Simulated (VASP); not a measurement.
The system is Ti3Se.

```
CELL_PARAMETERS angstrom
3.19745 0.00000 0.00000
-1.59872 2.76907 0.00000
0.00000 0.00000 7.94275
ATOMIC_POSITIONS crystal
Se 0.00000 0.00000 0.00000
Ti 0.66667 0.33333 0.50000
Ti 0.33333 0.66667 0.77290
Ti 0.33333 0.66667 0.22710
```

Base run:

- Program: VASP 6.6.1
- Functional: PBE
- Potentials or basis: VASP PAW PBE potentials, release 64 (Se, Ti_sv)
- Cutoff: 520 eV
- k mesh: 10 × 10 × 4
- Occupations: fermi-dirac, width 0.05 eV
- Spin: no spin polarisation

Its results: band gap on the k mesh zero (band 21 reaches 8.46 eV, above the bottom of band 22 at 7.90 eV); pressure 0.2 GPa; largest force 0.043 eV/Å.

Question: The run is repeated on the same cell with these changes: functional from PBE to PBEsol. What comes out?

Answer: Band gap on the k mesh zero (band 21 reaches 8.32 eV, above the bottom of band 22 at 7.76 eV); pressure -4.4 GPa; largest force 0.071 eV/Å.

PBEsol binds more tightly than PBE, so the same cell stands under less pressure.

Caveats: the PAW data sets were made with another functional, which shifts forces and pressure a little (some runs).
